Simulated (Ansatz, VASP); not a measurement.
GaP in VASP and in Ansatz

```
Ga P
1.0
     0.00000    2.78051    2.73646
     2.78051    0.00000    2.73646
     2.78051    2.78051    0.00000
Ga P
1 1
Direct
  0.00000 0.00000 0.00000
  0.25000 0.25000 0.25000
```

Change from the starting cell: strained cell.

Alike in both runs: functional PBE; k mesh 8 × 8 × 8; occupations gaussian, width 0.02 eV; no spin polarisation.

Ansatz relaxed the structure, and its values are those at the end. VASP's run is a single point on that final structure, the one shown.

|  | VASP | Ansatz |
| --- | --- | --- |
| version | VASP 6.6.1 | Ansatz 0.2.0 |
| potentials or method | VASP PAW PBE potentials, release 64 (Ga_d, P), cutoff 500 eV | scalar-relativistic, plane waves, PAW |
| valence electrons in the cell | 18 | 18 |

VASP gave:

| Quantity | Value |
| --- | --- |
| gap on the k mesh at the Fermi level (eV) | 1.40 |
| least direct gap on the mesh (eV) | 1.40 |
| pressure (GPa) | -1.1 |

Task: Which values does Ansatz return?

Result: gap on the k mesh at the Fermi level (eV): 1.41; least direct gap on the mesh (eV): 1.41; pressure (GPa): -1.0.

With one functional, cell and mesh, what is left measures potentials, basis and numerics. Ansatz's warnings: stress scf threshold loose.
